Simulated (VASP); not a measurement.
# Li2S (I4/mmm) in VASP: a series of runs

The runs below take Li2S through electric field gradients, with LDA.

Program: VASP 6.6.1. These are calculated values, not measurements. Logs are shortened: lines on timing, memory, paths and dates and some standing lists are left out, and cuts for length are marked.

### Step 1. The cell of the first run

The structure is tetragonal, space group I4/mmm (No. 139). The conventional cell has a = 4.036 Å, b = 4.036 Å, c = 5.651 Å, α = 90.00°, β = 90.00°, γ = 90.00°. Li (site symmetry -4m2) has 4 S at 2.46 Å and 6 Li at 2.83 to 2.85 Å within 3.3 Å. S (site symmetry 4/mmm) has 8 Li at 2.46 Å within 3.3 Å.

### Step 2. Electric field gradients, LDA (zz strain of -1 %)

File INCAR:

```
PREC = Accurate ; ENCUT = 650
EDIFF = 1E-8 ; ISMEAR = -1
SIGMA = 0.02 ; LREAL = False
LASPH = True ; NELM = 120
ALGO = Normal ; ISIF = 2
LWAVE = False ; LCHARG = False
GGA = CA ; LEFG = True
NBANDS = 13 ; GGA_COMPAT = False
```

File KPOINTS:

```
Automatic mesh
0
Gamma
  7 7 7
```

File POSCAR:

```
Li2S
1.0
    0.0000000000      2.8540000000      2.8254600000
    2.8540000000      0.0000000000      2.8254600000
    2.8540000000      2.8540000000      0.0000000000
Li S
2 1
Direct
    0.2500000000      0.2500000000      0.2500000000
    0.7500000000      0.7500000000      0.7500000000
    0.0000000000      0.0000000000      0.0000000000
```

Potentials or basis: VASP PAW LDA potentials, release 64 (Li_sv, S).

On the command line:

```bash
cat potpaw_LDA.64/Li_sv/POTCAR potpaw_LDA.64/S/POTCAR > POTCAR
mpirun -np 1 vasp_std > vasp.out
```

OUTCAR:

```text
PREC = Accurate
   ENCUT = 650
   EDIFF = 1E-8
   ISMEAR = -1
   LREAL = False
   LASPH = True
   NELM = 120
   ISIF = 2
   GGA = CA

 ion  position               nearest neighbor table
   1  0.250  0.250  0.250-   3 2.46   3 2.46   3 2.46   3 2.46
   2  0.750  0.750  0.750-   3 2.46   3 2.46   3 2.46   3 2.46
   3  0.000  0.000  0.000-   1 2.46   2 2.46   2 2.46   2 2.46   2 2.46   1 2.46   1 2.46   1 2.46

  LATTYP: Found a body centered tetragonal cell.
 ALAT       =     4.0361655070
 C/A-ratio  =     1.4000714267

  Lattice vectors:

 A1 = (   0.0000000000,  -2.8540000000,  -2.8254600000)
 A2 = (   0.0000000000,   2.8540000000,  -2.8254600000)
 A3 = (   2.8540000000,   0.0000000000,   2.8254600000)

Analysis of symmetry for initial positions (statically):
=====================================================================
 Subroutine PRICEL returns:
 Original cell was already a primitive cell.

 Routine SETGRP: Setting up the symmetry group for a
 body centered tetragonal supercell.

 Subroutine GETGRP returns: Found 16 space group operations
 (whereof 16 operations were pure point group operations)
 out of a pool of 16 trial point group operations.

The static configuration has the point symmetry D_4h.

Analysis of symmetry for dynamics (positions and initial velocities):
=====================================================================
 Subroutine PRICEL returns:
 Original cell was already a primitive cell.

 Routine SETGRP: Setting up the symmetry group for a
 body centered tetragonal supercell.

 Subroutine GETGRP returns: Found 16 space group operations
 (whereof 16 operations were pure point group operations)
 out of a pool of 16 trial point group operations.

The dynamic configuration has the point symmetry D_4h.

 Subroutine INISYM returns: Found 16 space group operations
 (whereof 16 operations are pure point group operations),
 and found     1 'primitive' translations

----------------------------------------------------------------------------------------

                                     Primitive cell

  volume of cell :      46.0285

  direct lattice vectors                    reciprocal lattice vectors
     0.000000000  2.854000000  2.825460000    -0.175192712  0.175192712  0.176962335
     2.854000000  0.000000000  2.825460000     0.175192712 -0.175192712  0.176962335
     2.854000000  2.854000000  0.000000000     0.175192712  0.175192712 -0.176962335

  length of vectors
     4.016035385  4.016035385  4.036165507     0.304467799  0.304467799  0.304467799

  position of ions in fractional coordinates (direct lattice)
     0.250000000  0.250000000  0.250000000
     0.750000000  0.750000000  0.750000000
     0.000000000  0.000000000  0.000000000

  ion indices of the primitive-cell ions
   primitive index   ion index
                 1           1
                 2           2
                 3           3

----------------------------------------------------------------------------------------

 KPOINTS: Automatic mesh

Automatic generation of k-mesh.
 Grid dimensions read from file:
 generate k-points for:    7    7    7

 Generating k-lattice:

  Cartesian coordinates                     Fractional coordinates (reciprocal lattice)
    -0.025027530  0.025027530  0.025280334     0.142857143  0.000000000  0.000000000
     0.025027530 -0.025027530  0.025280334     0.000000000  0.142857143  0.000000000
     0.025027530  0.025027530 -0.025280334     0.000000000  0.000000000  0.142857143

  Length of vectors
     0.043495400  0.043495400  0.043495400

  Shift w.r.t. Gamma in fractional coordinates (k-lattice)
     0.000000000  0.000000000  0.000000000

 Subroutine IBZKPT returns following result:
 ===========================================

 Found     40 irreducible k-points:

 Following reciprocal coordinates:
            Coordinates               Weight
[... 40 lines left out ...]
   LASPH  =      T    aspherical Exc in radial PAW
   ENCUT  =  650.0 eV  47.77 Ry    6.91 a.u.   8.35  8.35  8.39*2*pi/ulx,y,z
   NELM   =    120;   NELMIN=  2; NELMDL= -5     # of ELM steps
   EDIFF  = 0.1E-07   stopping-criterion for ELM
   LREAL  =      F    real-space projection
   EDIFFG = 0.1E-06   stopping-criterion for IOM
   NSW    =      0    number of steps for IOM
   IBRION =     -1    ionic relax: 0-MD 1-quasi-New 2-CG
   NFREE  =      0    steps in history (QN), initial steepest desc. (CG)
   ISIF   =      2    stress and relaxation
   ISYM   =      2    0-nonsym 1-usesym 2-fastsym
   POTIM  = 0.5000    time-step for ionic-motion
   TEBEG  =    0.0;   TEEND  =   0.0 temperature during run
   PSTRESS=    0.0 pullay stress
   NELECT =      12.0000    total number of electrons
   NUPDOWN=      -1.0000    fix difference up-down
   EMIN   =  10.00;   EMAX   =-10.00  energy-range for DOS
   EFERMI =   0.00;   METHOD = LEGACY
   ISMEAR =    -1;   SIGMA  =   0.02  broadening in eV -4-tet -1-fermi 0-gaus
   EFERMI_NEDOS =   21; number of points for ismear=-14 and -15
   IALGO  =     38    algorithm
   IMIX   =      4    mixing-type and parameters
     AMIX     =   0.40;   BMIX     =  1.00
     AMIX_MAG =   1.60;   BMIX_MAG =  1.00
  volume/ion in A,a.u.               =      15.34       103.54
  Fermi-wavevector in a.u.,A,eV,Ry     =   1.045826  1.976325 14.881407  1.093753
  Thomas-Fermi vector in A             =   2.180638
   LORBIT       =      0    0 simple, 1 ext, 2 COOP (PROOUT), +10 PAW based schemes
   GGA     = CA    functional components
   LHFCALC =     F    Hartree Fock is set to
   AEXX    =    0.0000 exact exchange contribution
   IVDW    =     0    specifies the selected vdW correction
   LEPSILON=     F    determine dielectric tensor
   LRPA    =     F    only Hartree local field effects (RPA)
 non-spin polarized calculation
  energy-cutoff  :      650.00
  volume of cell :       46.03
 maximum number of plane-waves:      1783
 NGX is ok and might be reduce to    36
   NGX = 17   NGY = 17   NGZ = 17

 number of electron      11.9999998 magnetization

 Free energy of the ion-electron system (eV)
  ---------------------------------------------------
  ext. energy  EPLUGINS =         0.00000000
  ---------------------------------------------------
  free energy    TOTEN  =       -12.98867572 eV

  energy without entropy =      -12.98867572  energy(sigma->0) =      -12.98867572

 E-fermi :   1.9197     XC(G=0):  -8.8404

 val. band max:        1.4349771356   @ k =   0.0000   0.0000   0.0000
 cond. band min:       4.7042344401   @ k =   0.4286   0.4286   0.0000
 fundamental gap:      3.2692573044
 Fermi energy:         1.9196547465

 k-point     1 :       0.0000    0.0000    0.0000
  band No.  band energies     occupation
      1     -41.7787      2.00000
      2     -41.7296      2.00000
      3      -9.5726      2.00000
      4       1.4026      2.00000
      5       1.4026      2.00000
      6       1.4350      2.00000
      7       5.5047      0.00000
      8       7.4069      0.00000
      9       7.4437      0.00000
     10       7.4437      0.00000
     11      12.4647      0.00000
     12      12.6298      0.00000
     13      13.4894      0.00000
[... 354 lines left out ...]
  band No.  band energies     occupation
      1     -41.7563      2.00000
      2     -41.7494      2.00000
      3      -9.0655      2.00000
      4      -1.0807      2.00000
      5      -0.0148      2.00000
      6       0.4277      2.00000
      7       6.9214      0.00000
      8       8.0098      0.00000
      9       9.7325      0.00000
     10      10.1412      0.00000
     11      11.6311      0.00000
     12      12.7753      0.00000
     13      15.2135      0.00000

 [... further k-points ...]

------------------------ aborting loop because EDIFF is reached ----------------------------------------

  FORCE on cell =-STRESS in cart. coord.  units (eV):
  Direction    XX          YY          ZZ          XY          YZ          ZX
  --------------------------------------------------------------------------------------
  -------------------------------------------------------------------------------------
  Total       -0.8590774     -0.8590774     -0.6686954      0.0000000     -0.0000000      0.0000000
  in kB      -29.9030684    -29.9030684    -23.2761865      0.0000000     -0.0000000      0.0000000
  external PRESSURE =     -27.6941078 kB  Pullay stress =       0.0000000 kB

 VOLUME and BASIS-vectors are now :
 -----------------------------------------------------------------------------
  energy-cutoff  :      650.00
  volume of cell :       46.03
      direct lattice vectors                 reciprocal lattice vectors
     0.000000000  2.854000000  2.825460000    -0.175192712  0.175192712  0.176962335
     2.854000000  0.000000000  2.825460000     0.175192712 -0.175192712  0.176962335
     2.854000000  2.854000000  0.000000000     0.175192712  0.175192712 -0.176962335

 POSITION                                       TOTAL-FORCE (eV/Angst)
 -----------------------------------------------------------------------------------
      1.42700      1.42700      1.41273         0.000000     -0.000000      0.000000
      4.28100      4.28100      4.23819         0.000000     -0.000000     -0.000000
      0.00000      0.00000      0.00000        -0.000000      0.000000      0.000000
 -----------------------------------------------------------------------------------
    total drift:                                0.000000      0.000000      0.000000

  FREE ENERGIE OF THE ION-ELECTRON SYSTEM (eV)
  ---------------------------------------------------
  free  energy   TOTEN  =       -12.9886757195 eV

  energy  without entropy=      -12.9886757195  energy(sigma->0) =      -12.98867572

 Electric field gradients (V/A^2)
---------------------------------------------------------------------
 ion       V_xx      V_yy      V_zz      V_xy      V_xz      V_yz
---------------------------------------------------------------------
   1      -0.029    -0.029     0.058     0.002     0.003     0.003
   2      -0.029    -0.029     0.058     0.002     0.003     0.003
   3       0.697     0.697    -1.394     0.000     0.000     0.000
---------------------------------------------------------------------

 Electric field gradients after diagonalization (V/A^2)
 (convention: |V_zz| > |V_xx| > |V_yy|)
----------------------------------------------------------------------
 ion       V_xx      V_yy      V_zz     asymmetry (V_yy - V_xx)/ V_zz
----------------------------------------------------------------------
   1      -0.031    -0.027     0.059       0.074
   2      -0.031    -0.027     0.059       0.074
   3       0.697     0.697    -1.394       0.000
----------------------------------------------------------------------

           NMR quadrupolar parameters

 Cq : quadrupolar parameter    Cq=e*Q*V_zz/h
 eta: asymmetry parameters     (V_yy - V_xx)/ V_zz
 Q  : nuclear electric quadrupole moment in mb (millibarn)
----------------------------------------------------------------------
 ion       Cq(MHz)       eta       Q (mb)
----------------------------------------------------------------------
   1       0.000       0.074       1.000
   2       0.000       0.074       1.000
   3      -0.003       0.000       1.000
----------------------------------------------------------------------
```

It took 16 s on 1 thread of Intel Xeon 6975P-C (Granite Rapids), shared host; peak memory 0.17 GiB.

Results:

- Free energy: -12.9887 eV
- Pressure: -2.8 GPa
- Band gap on the k mesh: 3.27 eV, indirect (least direct gap 4.07 eV)

Levels at points of the mesh, in eV from the valence-band top:
| k point | band 4 | band 5 | band 6 | band 7 | band 8 | band 9 |
| --- | --- | --- | --- | --- | --- | --- |
| (0.00, 0.00, 0.00) | -0.03 | -0.03 | 0.00 | 4.07 | 5.97 | 6.01 |

Electric field gradients, principal values (V/Å²):
```tsv
atom	least	middle	greatest (by size)
1 Li	-0.027	-0.031	0.059
2 Li	-0.027	-0.031	0.059
3 S	0.697	0.697	-1.394
```

Caveat: the cell differs from its parent crystal (zz strain of -1 %); without QUAD_EFG the Cq values of the log hold for a quadrupole moment of 1 mb, not for the nuclei. A k mesh can miss the band edges.

[end of part 1 of 2]
